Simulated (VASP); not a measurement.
Wanted: the native input for a VASP 6.6.1 run.

```
Task                   : single point
Functional             : LDA
Potentials or basis    : VASP PAW LDA potentials, release 64 (Sc_sv)
Cutoff                 : 520 eV
k mesh                 : 12 × 12 × 8
Occupations            : gaussian, width 0.1 eV
Spin                   : no spin polarisation
Dipole correction      : no
Further INCAR settings : ALGO = Fast; EDIFF = 1e-06; NBANDS = 18
```

The structure of Sc lies in POSCAR:

```
Sc
1.0
    3.2295365112      0.0000000028      0.0000000000
   -1.6147682580      2.7968606597      0.0000000000
    0.0000000000      0.0000000000      4.9860880419
Sc
2
Direct
    0.3333333333      0.6666666667      0.2500000000
    0.6666666667      0.3333333333      0.7500000000
```

These files were run (other wordings do the same):

INCAR

```
PREC = Accurate
ENCUT = 520
EDIFF = 1E-6
ISMEAR = 0
SIGMA = 0.1
LREAL = F
LASPH = T
NELM = 60
ALGO = Fast
ISIF = 2
LWAVE = F
LCHARG = F
GGA = CA
NBANDS = 18
```

KPOINTS

```
Automatic mesh
0
Gamma
  12 12 8
```

Potentials or basis: VASP PAW LDA potentials, release 64 (Sc_sv).

Run with:

```console
$ cat potpaw_LDA.64/Sc_sv/POTCAR > POTCAR
$ mpirun -np 1 vasp_std > vasp.out
```

It gave:

* Pressure: 0.1 GPa
* Band gap on the k mesh: zero (bands 11 and 12 overlap by 1.66 eV)

It took 2.4 min on 1 thread of Intel Xeon 8259CL (shared host), peak memory 0.18 GiB.
